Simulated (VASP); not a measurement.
Input of a VASP 6.6.1 run:

Contents of INCAR:

```
PREC = Accurate ; ENCUT = 520
EDIFF = 1E-6 ; ISMEAR = 0
SIGMA = 0.1 ; LREAL = False
LASPH = True ; NELM = 80
ALGO = Normal ; ISIF = 2
LWAVE = False ; LCHARG = False
GGA = PE ; NBANDS = 20
```

File KPOINTS:

```
regular mesh
0
Gamma
  10 10 10
```

POSCAR

```
CoSi4
1.0
    4.2858878644      0.0000000000      0.0000000000
    0.0000000000      4.2858878644      0.0000000000
    0.0000000000      0.0000000000      4.2858878644
Co Si
1 4
Direct
    0.0000000000      0.0000000000      0.0000000000
    0.2927582082      0.2927582082      0.2927582082
    0.7072417918      0.7072417918      0.2927582082
    0.2927582082      0.7072417918      0.7072417918
    0.7072417918      0.2927582082      0.7072417918
```

Potentials or basis: VASP PAW PBE potentials, release 64 (Co, Si).

Launch:

```sh
$ cat potpaw_PBE.64/Co/POTCAR potpaw_PBE.64/Si/POTCAR > POTCAR
$ mpirun -np 1 vasp_std > vasp.out
```

(1) What does it give for the pressure?

(2) Estimate the largest force.

(3) Predict the band gap on the k mesh.

Results:

(1) 0.0 GPa.

(2) 0.020 eV/Å.

(3) zero (an odd number of electrons rules out a gap without spin polarisation).

Caveat: the run has no spin polarisation, though such a crystal can be magnetic.
